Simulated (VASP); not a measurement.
Crystal: GaP.

```
CELL_PARAMETERS angstrom
0.00000 2.72540 2.83442
2.72540 0.00000 2.83442
2.72540 2.72540 0.00000
ATOMIC_POSITIONS crystal
Ga 0.00000 0.00000 0.00000
P 0.25000 0.25000 0.25000
```

This cell differs from its parent crystal: uniaxial z strain +4.0%.

Base run:

| Item | Value |
| --- | --- |
| Program | VASP 6.6.1 |
| Functional | r2SCAN |
| Potentials or basis | VASP PAW PBE potentials, release 64 (Ga_d, P) |
| Cutoff | 520 eV |
| k mesh | 8 × 8 × 8 |
| Occupations | gaussian, width 0.01 eV |
| Spin | no spin polarisation |

Its results: band gap on the k mesh 1.76 eV, indirect (least direct gap 1.91 eV); pressure -3.2 GPa.

Question: The run is repeated on the same cell with these changes: functional from r2SCAN to PBE; k mesh from 8 × 8 × 8 to 4 × 4 × 4. What comes out?

Answer: Band gap on the k mesh 1.40 eV, direct; pressure -0.4 GPa.

Several settings changed at once, so the effect can't be laid on one alone.

Caveats: some runs use coarse meshes; the PAW data sets were made with another functional, which shifts forces and pressure a little (some runs).

A k mesh can miss the band edges.
